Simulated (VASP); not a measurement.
A run of VASP 6.6.1 is set up as follows.

File INCAR:

```
SYSTEM = SnTe
PREC = Accurate
ENCUT = 500
EDIFF = 1E-6
ISMEAR = -1
SIGMA = 0.001
LREAL = .FALSE.
LASPH = .TRUE.
NELM = 120
ALGO = Normal
ISIF = 2
LWAVE = .FALSE.
LCHARG = .TRUE.
GGA = PS
LELF = .TRUE.
LVHAR = .TRUE.
NBANDS = 17
GGA_COMPAT = .FALSE.
```

Contents of KPOINTS:

```
regular mesh
0
G
  6 6 6
  0 0 0
```

The input POSCAR:

```
SnTe
1.0
    0.0000000000      3.1893303407      3.1893303407
    3.1893303407      0.0000000000      3.1893303407
    3.1893303407      3.1893303407      0.0000000000
Sn Te
1 1
Direct
    0.0000000000      0.0000000000      0.0000000000
    0.5000000000      0.5000000000      0.5000000000
```

Potentials or basis: VASP PAW PBE potentials, release 64 (Sn_d, Te).

Command:

```console
$ cat potpaw_PBE.64/Sn_d/POTCAR potpaw_PBE.64/Te/POTCAR > POTCAR
$ mpirun -np 1 vasp_std > vasp.out
```

(1) Predict the pressure.

(2) What does it give for the band gap on the k mesh?

Answers

(1) -2.0 GPa.

(2) 0.04 eV, direct.

Caveat: the PAW data sets were made with another functional, which shifts forces and pressure a little; spin-orbit coupling is left out, which moves the levels of the heavy elements.
